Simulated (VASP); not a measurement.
# BiTe (I4mm) in VASP: notebook

BiTe is run at these levels: PBEsol; tasks: single point.

Program: VASP 6.6.1. These are calculated values, not measurements. Logs are shortened: lines on timing, memory, paths and dates and some standing lists are left out, and cuts for length are marked.

### Step 1. The cell of the first run

It takes space group I4mm (No. 107, tetragonal). Conventional cell: a = 4.521 Å, b = 4.521 Å, c = 6.394 Å, α = 90.00°, β = 90.00°, γ = 90.00°. Within 3.9 Å of Bi (site symmetry 4mm) lie 6 Te at 3.00 to 3.40 Å. Within 3.9 Å of Te (site symmetry 4mm) lie 6 Bi at 3.00 to 3.40 Å.

### Step 2. Single point, PBEsol

The input, INCAR:

```
SYSTEM = BiTe
PREC = Accurate ; ENCUT = 520
EDIFF = 1E-6 ; ISMEAR = 0
SIGMA = 0.15 ; LREAL = .FALSE.
LASPH = .TRUE. ; NELM = 60
ALGO = Normal ; ISIF = 2
LWAVE = .FALSE. ; LCHARG = .TRUE.
GGA = PS ; LELF = .TRUE.
LVHAR = .TRUE. ; NBANDS = 18
```

The input, KPOINTS:

```
Automatic mesh
0
G
  16 16 16
  0 0 0
```

The input, POSCAR:

```
BiTe
1.0
    0.0000000000      3.1971538327      3.1971538327
    3.1971538327      0.0000000000      3.1971538327
    3.1971538327      3.1971538327      0.0000000000
Bi Te
1 1
Direct
    0.0000000000      0.0000000000      0.0000000000
    0.5312778193      0.5312778193      0.4687221807
```

Potentials or basis: VASP PAW PBE potentials, release 64 (Bi_d, Te).

The run is started by

```console
$ cat potpaw_PBE.64/Bi_d/POTCAR potpaw_PBE.64/Te/POTCAR > POTCAR
$ mpirun -np 1 vasp_std > vasp.out
```

OUTCAR:

```text
SYSTEM = BiTe
   PREC = Accurate
   ENCUT = 520
   EDIFF = 1E-6
   ISMEAR = 0
   LREAL = .FALSE.
   LASPH = .TRUE.
   NELM = 60
   ISIF = 2
   GGA = PS

 ion  position               nearest neighbor table
   1  0.000  0.000  0.000-   2 3.00   2 3.20   2 3.20   2 3.20   2 3.20   2 3.40
   2  0.531  0.531  0.469-   1 3.00   1 3.20   1 3.20   1 3.20   1 3.20   1 3.40

  LATTYP: Found a face centered cubic cell.
 ALAT       =     6.3943076654

  Lattice vectors:

 A1 = (   0.0000000000,   3.1971538327,   3.1971538327)
 A2 = (   3.1971538327,   0.0000000000,   3.1971538327)
 A3 = (   3.1971538327,   3.1971538327,   0.0000000000)

Analysis of symmetry for initial positions (statically):
=====================================================================
 Subroutine PRICEL returns:
 Original cell was already a primitive cell.

 Routine SETGRP: Setting up the symmetry group for a
 face centered cubic supercell.

 Subroutine GETGRP returns: Found  8 space group operations
 (whereof  8 operations were pure point group operations)
 out of a pool of 48 trial point group operations.

The static configuration has the point symmetry C_4v.

Analysis of symmetry for dynamics (positions and initial velocities):
=====================================================================
 Subroutine PRICEL returns:
 Original cell was already a primitive cell.

 Routine SETGRP: Setting up the symmetry group for a
 face centered cubic supercell.

 Subroutine GETGRP returns: Found  8 space group operations
 (whereof  8 operations were pure point group operations)
 out of a pool of 48 trial point group operations.

The dynamic configuration has the point symmetry C_4v.

 Subroutine INISYM returns: Found  8 space group operations
 (whereof  8 operations are pure point group operations),
 and found     1 'primitive' translations

----------------------------------------------------------------------------------------

                                     Primitive cell

  volume of cell :      65.3613

  direct lattice vectors                    reciprocal lattice vectors
     0.000000000  3.197153833  3.197153833    -0.156389097  0.156389097  0.156389097
     3.197153833  0.000000000  3.197153833     0.156389097 -0.156389097  0.156389097
     3.197153833  3.197153833  0.000000000     0.156389097  0.156389097 -0.156389097

  length of vectors
     4.521458311  4.521458311  4.521458311     0.270873861  0.270873861  0.270873861

  position of ions in fractional coordinates (direct lattice)
     0.000000000  0.000000000  0.000000000
     0.531277819  0.531277819  0.468722181

  ion indices of the primitive-cell ions
   primitive index   ion index
                 1           1
                 2           2

----------------------------------------------------------------------------------------

 KPOINTS: Automatic mesh

Automatic generation of k-mesh.
 Grid dimensions read from file:
 generate k-points for:   16   16   16

 Generating k-lattice:

  Cartesian coordinates                     Fractional coordinates (reciprocal lattice)
    -0.009774319  0.009774319  0.009774319     0.062500000  0.000000000  0.000000000
     0.009774319 -0.009774319  0.009774319     0.000000000  0.062500000  0.000000000
     0.009774319  0.009774319 -0.009774319     0.000000000  0.000000000  0.062500000

  Length of vectors
     0.016929616  0.016929616  0.016929616

  Shift w.r.t. Gamma in fractional coordinates (k-lattice)
     0.000000000  0.000000000  0.000000000

 Subroutine IBZKPT returns following result:
 ===========================================

 Found    349 irreducible k-points:

 Following reciprocal coordinates:
            Coordinates               Weight
  0.000000  0.000000  0.000000      1.000000
  0.062500  0.000000  0.000000      8.000000
  0.125000  0.000000  0.000000      8.000000
  0.187500  0.000000  0.000000      8.000000
  0.250000  0.000000  0.000000      8.000000
  0.312500  0.000000  0.000000      8.000000
[... 16 lines left out ...]
  0.000000  0.437500  0.062500     16.000000
  0.500000  0.062500  0.000000      8.000000
 [... further k-points ...]
   k-points           NKPTS =    349   k-points in BZ     NKDIM =    349   number of bands    NBANDS=     18
   number of dos      NEDOS =    301   number of ions     NIONS =      2
   total plane-waves  NPLWV =  46656
   dimension x,y,z NGX =    36 NGY =   36 NGZ =   36
   dimension x,y,z NGXF=    72 NGYF=   72 NGZF=   72
   ions per type =               1   1
   NGX,Y,Z   is equivalent  to a cutoff of  13.24, 13.24, 13.24 a.u.
   NGXF,Y,Z  is equivalent  to a cutoff of  26.47, 26.47, 26.47 a.u.
 SYSTEM =  BiTe
   PREC   = accura    normal or accurate (medium, high low for compatibility)
   ISTART =      0    job   : 0-new  1-cont  2-samecut
   ICHARG =      2    charge: 1-file 2-atom 10-const
   ISPIN  =      1    spin polarized calculation?
   LNONCOLLINEAR =      F non collinear calculations
   LSORBIT =      F    spin-orbit coupling
   LASPH  =      T    aspherical Exc in radial PAW
   ENCUT  =  520.0 eV  38.22 Ry    6.18 a.u.   8.41  8.41  8.41*2*pi/ulx,y,z
   NELM   =     60;   NELMIN=  2; NELMDL= -5     # of ELM steps
   EDIFF  = 0.1E-05   stopping-criterion for ELM
   LREAL  =      F    real-space projection
   EDIFFG = 0.1E-04   stopping-criterion for IOM
   NSW    =      0    number of steps for IOM
   IBRION =     -1    ionic relax: 0-MD 1-quasi-New 2-CG
   NFREE  =      0    steps in history (QN), initial steepest desc. (CG)
   ISIF   =      2    stress and relaxation
   ISYM   =      2    0-nonsym 1-usesym 2-fastsym
   POTIM  = 0.5000    time-step for ionic-motion
   TEBEG  =    0.0;   TEEND  =   0.0 temperature during run
   PSTRESS=    0.0 pullay stress
   NELECT =      21.0000    total number of electrons
   NUPDOWN=      -1.0000    fix difference up-down
   EMIN   =  10.00;   EMAX   =-10.00  energy-range for DOS
   EFERMI =   0.00;   METHOD = LEGACY
   ISMEAR =     0;   SIGMA  =   0.15  broadening in eV -4-tet -1-fermi 0-gaus
   EFERMI_NEDOS =   21; number of points for ismear=-14 and -15
   IALGO  =     38    algorithm
   IMIX   =      4    mixing-type and parameters
     AMIX     =   0.40;   BMIX     =  1.00
     AMIX_MAG =   1.60;   BMIX_MAG =  1.00
  volume/ion in A,a.u.               =      32.68       220.54
  Fermi-wavevector in a.u.,A,eV,Ry     =   1.121264  2.118881 17.105681  1.257232
  Thomas-Fermi vector in A             =   2.257916
   LORBIT       =      0    0 simple, 1 ext, 2 COOP (PROOUT), +10 PAW based schemes
   GGA     = PS    functional components
   LHFCALC =     F    Hartree Fock is set to
   AEXX    =    0.0000 exact exchange contribution
   IVDW    =     0    specifies the selected vdW correction
   LEPSILON=     F    determine dielectric tensor
   LRPA    =     F    only Hartree local field effects (RPA)
 non-spin polarized calculation
 Gauss-broadening in eV      SIGMA  =   0.15
  energy-cutoff  :      520.00
  volume of cell :       65.36
 maximum number of plane-waves:      1807
 NGX is ok and might be reduce to    36
   NGX = 17   NGY = 17   NGZ = 17

 number of electron      21.0000004 magnetization

 Free energy of the ion-electron system (eV)
  ---------------------------------------------------
  ext. energy  EPLUGINS =         0.00000000
  ---------------------------------------------------
  free energy    TOTEN  =        -7.93263530 eV

  energy without entropy =       -7.91723019  energy(sigma->0) =       -7.92493274

 E-fermi :   6.9916     XC(G=0):  -9.7445

 val. band max:        6.9719017849   @ k =  -0.2500   0.2500   0.0000
 cond. band min:       6.9939386299   @ k =   0.1250  -0.1875   0.3125
 fundamental gap:      0.0220368450
 Fermi energy:         6.9915778462

 k-point     1 :       0.0000    0.0000    0.0000
  band No.  band energies     occupation
      1     -16.1594      2.00000
      2     -16.1414      2.00000
      3     -16.1414      2.00000
      4     -16.1306      2.00000
      5     -16.1243      2.00000
      6      -6.9062      2.00000
[... 10 lines left out ...]
     17      13.0456      0.00000
     18      13.2436      0.00000

 k-point     2 :       0.0625    0.0000    0.0000
  band No.  band energies     occupation
      1     -16.1596      2.00000
      2     -16.1412      2.00000
      3     -16.1412      2.00000
      4     -16.1308      2.00000
      5     -16.1241      2.00000
      6      -6.8698      2.00000
[... 10 lines left out ...]
     17      13.3174      0.00000
     18      13.5627      0.00000

 k-point     3 :       0.1250    0.0000    0.0000
  band No.  band energies     occupation
      1     -16.1600      2.00000
      2     -16.1408      2.00000
      3     -16.1405      2.00000
      4     -16.1310      2.00000
      5     -16.1235      2.00000
      6      -6.7609      2.00000
[... 10 lines left out ...]
     17      13.9914      0.00000
     18      14.2953      0.00000

 k-point     4 :       0.1875    0.0000    0.0000
  band No.  band energies     occupation
      1     -16.1608      2.00000
      2     -16.1402      2.00000
      3     -16.1398      2.00000
      4     -16.1313      2.00000
      5     -16.1227      2.00000
      6      -6.5808      2.00000
[... 10 lines left out ...]
     17      14.8811      0.00000
     18      15.1962      0.00000

 k-point     5 :       0.2500    0.0000    0.0000
  band No.  band energies     occupation
      1     -16.1618      2.00000
      2     -16.1395      2.00000
      3     -16.1394      2.00000
      4     -16.1311      2.00000
      5     -16.1216      2.00000
      6      -6.3323      2.00000
[... 10 lines left out ...]
     17      15.8268      0.00000
     18      16.2342      0.00000

 k-point     6 :       0.3125    0.0000    0.0000
  band No.  band energies     occupation
      1     -16.1628      2.00000
      2     -16.1395      2.00000
      3     -16.1388      2.00000
      4     -16.1304      2.00000
      5     -16.1205      2.00000
      6      -6.0199      2.00000
[... 10 lines left out ...]
     17      16.4974      0.00000
     18      17.2567      0.00000

 k-point     7 :       0.3750    0.0000    0.0000
  band No.  band energies     occupation
      1     -16.1637      2.00000
      2     -16.1399      2.00000
      3     -16.1382      2.00000
      4     -16.1296      2.00000
      5     -16.1195      2.00000
      6      -5.6532      2.00000
[... 10 lines left out ...]
     17      16.3215      0.00000
     18      17.6347      0.00000

 k-point     8 :       0.4375    0.0000    0.0000
  band No.  band energies     occupation
      1     -16.1643      2.00000
      2     -16.1403      2.00000
      3     -16.1378      2.00000
      4     -16.1289      2.00000
      5     -16.1188      2.00000
      6      -5.2613      2.00000
[... 10 lines left out ...]
     17      15.5477      0.00000
     18      16.7482      0.00000
[... 229 lines left out ...]
     17      16.0164      0.00000
     18      16.4240      0.00000

 k-point    20 :       0.3750    0.0625    0.0000
  band No.  band energies     occupation
      1     -16.1645      2.00000
      2     -16.1391      2.00000
      3     -16.1376      2.00000
      4     -16.1290      2.00000
      5     -16.1209      2.00000
      6      -5.7490      2.00000
[... 10 lines left out ...]
     17      16.2722      0.00000
     18      17.1988      0.00000

 k-point    21 :       0.0000    0.3750    0.0625
  band No.  band energies     occupation
      1     -16.1630      2.00000
      2     -16.1399      2.00000
      3     -16.1385      2.00000
      4     -16.1305      2.00000
      5     -16.1192      2.00000
      6      -5.7566      2.00000
[... 10 lines left out ...]
     17      16.2670      0.00000
     18      17.2148      0.00000

 k-point    22 :       0.4375    0.0625    0.0000
  band No.  band energies     occupation
      1     -16.1649      2.00000
      2     -16.1396      2.00000
      3     -16.1373      2.00000
      4     -16.1285      2.00000
      5     -16.1198      2.00000
      6      -5.3610      2.00000
[... 10 lines left out ...]
     17      15.6035      0.00000
     18      16.5953      0.00000

 k-point    23 :       0.0000    0.4375    0.0625
  band No.  band energies     occupation
      1     -16.1638      2.00000
      2     -16.1402      2.00000
      3     -16.1380      2.00000
      4     -16.1296      2.00000
      5     -16.1185      2.00000
      6      -5.3704      2.00000
[... 10 lines left out ...]
     17      15.6161      0.00000
     18      16.6267      0.00000

 k-point    24 :       0.5000    0.0625    0.0000
  band No.  band energies     occupation
      1     -16.1650      2.00000
      2     -16.1399      2.00000
      3     -16.1373      2.00000
      4     -16.1285      2.00000
      5     -16.1190      2.00000
      6      -5.0254      2.00000
[... 10 lines left out ...]
     17      15.2444      0.00000
     18      16.1862      0.00000

 [... further k-points ...]

------------------------ aborting loop because EDIFF is reached ----------------------------------------

  FORCE on cell =-STRESS in cart. coord.  units (eV):
  Direction    XX          YY          ZZ          XY          YZ          ZX
  --------------------------------------------------------------------------------------
  -------------------------------------------------------------------------------------
  Total        0.1839051      0.1839051      0.6354020      0.0000000     -0.0000000      0.0000000
  in kB        4.5079990      4.5079990     15.5753763      0.0000000     -0.0000000      0.0000000
  external PRESSURE =       8.1971248 kB  Pullay stress =       0.0000000 kB

 VOLUME and BASIS-vectors are now :
 -----------------------------------------------------------------------------
  energy-cutoff  :      520.00
  volume of cell :       65.36
      direct lattice vectors                 reciprocal lattice vectors
     0.000000000  3.197153833  3.197153833    -0.156389097  0.156389097  0.156389097
     3.197153833  0.000000000  3.197153833     0.156389097 -0.156389097  0.156389097
     3.197153833  3.197153833  0.000000000     0.156389097  0.156389097 -0.156389097

 POSITION                                       TOTAL-FORCE (eV/Angst)
 -----------------------------------------------------------------------------------
      0.00000      0.00000      0.00000         0.000000      0.000000      0.629857
      3.19715      3.19715      3.39715         0.000000      0.000000     -0.629857
 -----------------------------------------------------------------------------------
    total drift:                                0.000000      0.000000      0.000480

  FREE ENERGIE OF THE ION-ELECTRON SYSTEM (eV)
  ---------------------------------------------------
  free  energy   TOTEN  =        -7.9326352977 eV

  energy  without entropy=       -7.9172301893  energy(sigma->0) =       -7.92493274
```

Run time: 2.1 min. Hardware: 1 thread of Intel Xeon 6975P-C (Granite Rapids), shared host; peak memory 0.53 GiB.

Results:

```yaml
Free_energy: -7.9326 eV
Pressure: 0.8 GPa
Largest_force: 0.630 eV/Å
Band_gap_on_the_k_mesh: zero (an odd number of electrons rules out a gap without spin polarisation)
```

Forces in eV/Å, atoms in the order of the input:
```
Bi   0.000  0.000  0.630
Te   0.000  0.000 -0.630
```

Levels at points of the mesh, in eV from the Fermi level:
```csv
k point,band 8,band 9,band 10,band 11,band 12,band 13
"(0.00, 0.00, 0.00)",-2.81,-2.64,-2.64,1.96,1.96,2.24
"(0.50, 0.00, 0.00)",-2.33,-2.07,-1.78,-0.81,-0.70,-0.42
"(0.50, 0.50, 0.00)",-5.87,-4.25,-4.25,1.99,3.72,3.72
"(0.00, 0.50, 0.50)",-5.98,-4.28,-4.19,1.65,3.80,3.98
```

Caveat: the cell differs from its parent crystal (all Te atoms moved -0.200 Å, as atom 2 towards its neighbour atom 1 (Bi) at 3.197 Å); the PAW data sets were made with another functional, which shifts forces and pressure a little; spin-orbit coupling is left out, which moves the levels of the heavy elements; an odd number of electrons without spin polarisation forces a metal; a magnetic or distorted state may lie lower.

[end of part 1 of 2]

The gap in the log of VASP goes by the Fermi energy; the results here count the filled bands.